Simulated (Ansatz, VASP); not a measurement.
## CdSe: VASP beside Ansatz

```
Cd Se
1.0
     0.00000    2.93032    2.93032
     2.93032    0.00000    2.93032
     2.93032    2.93032    0.00000
Cd Se
1 1
Direct
  0.00000 0.00000 0.00000
  0.50000 0.50000 0.50000
```

Alike in both runs: task single point; functional PBE0; k mesh 4 × 4 × 4; occupations fermi-dirac, width 0.05 eV; no spin polarisation.

|  | VASP | Ansatz |
| --- | --- | --- |
| version | VASP 6.6.1 | Ansatz 0.2.0 |
| potentials or method | VASP PAW PBE potentials, release 64 (Cd, Se) | Ansatz PAW |
| plane-wave cutoff (eV) | 520 | 420 |
| valence electrons in the cell | 18 | 36 |

VASP gave:

| Item | Value |
| --- | --- |
| gap on the k mesh at the Fermi level (eV) | 1.08 |
| least direct gap on the mesh (eV) | 1.93 |
| pressure (GPa) | -4.8 |

What did Ansatz give for the same quantities?

gap on the k mesh at the Fermi level (eV): 1.03; least direct gap on the mesh (eV): 1.90; pressure (GPa): -4.8.

VASP's potentials hold 18 valence electrons a cell and Ansatz's 36, so a difference there can come from the potentials and not from the codes.

The k mesh is coarse, so the values compare programs but aren't converged.
